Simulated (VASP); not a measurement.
A run of VASP 6.6.1 is set up as follows.

INCAR

```
SYSTEM = AlB3P4
  ALGO = Normal
  EDIFF = 1E-7
  EDIFFG = -0.01
  ENCUT = 500
  GGA = PE
  GGA_COMPAT = .False.
  IBRION = 2
  ISIF = 3
  ISMEAR = 0
  LASPH = .True.
  LCHARG = .False.
  LREAL = .False.
  LWAVE = .False.
  NELM = 120
  NELMIN = 4
  NSW = 100
  PREC = Accurate
  SIGMA = 0.02
```

Contents of KPOINTS:

```
k-points
0
Gamma
  10 6 8
  0 0 0
```

The input POSCAR:

```
AlB3P4
1.0
    3.3502240684      0.0000000000      0.0000000000
    0.0000000000      6.8132990036      0.0000000000
    0.0000000000      0.0000000000      4.8364403493
Al B P
1 3 4
Direct
    0.0000000000      0.0000000000      0.9993471382
    0.0000000000      0.5000000000      0.9938297038
    0.5000000000      0.7316106245      0.4993304055
    0.5000000000      0.2683893755      0.4993304055
    0.0000000000      0.7203853377      0.7303257382
    0.0000000000      0.2796146623      0.7303257382
    0.5000000000      0.5000000000      0.2317007573
    0.5000000000      0.0000000000      0.3158101135
```

Potentials or basis: VASP PAW PBE potentials, release 64 (Al, B, P).

Run with:

```console
$ cat potpaw_PBE.64/Al/POTCAR potpaw_PBE.64/B/POTCAR potpaw_PBE.64/P/POTCAR > POTCAR
$ mpirun -np 1 vasp_std > vasp.out
```

Question: Predict the relaxed cell.

Answer: a = 3.345 Å, b = 6.811 Å, c = 4.836 Å, α = 90.00°, β = 90.00°, γ = 90.00°.

Question: Estimate the relaxed volume.

Answer: 13.77 Å³/atom.

Question: Estimate the space group after relaxing (to 0.05 Å).

Answer: Pmm2 (No. 25).

Question: What does it give for the band gap on the k mesh?

Answer: 0.40 eV, indirect (least direct gap 0.41 eV).

Final structure:
```
Al B P
1.0
     3.34539    0.00000    0.00000
     0.00000    6.81079    0.00000
     0.00000    0.00000    4.83597
Al B P
1 3 4
Direct
  0.00000 0.00000 0.99917
  0.00000 0.50000 0.99377
  0.50000 0.73159 0.49929
  0.50000 0.26841 0.49929
  0.00000 0.72038 0.73039
  0.00000 0.27962 0.73039
  0.50000 0.50000 0.23176
  0.50000 0.00000 0.31593
```

A k mesh can miss the band edges. PBE gaps usually lie below the measured ones, often by a third to a half.
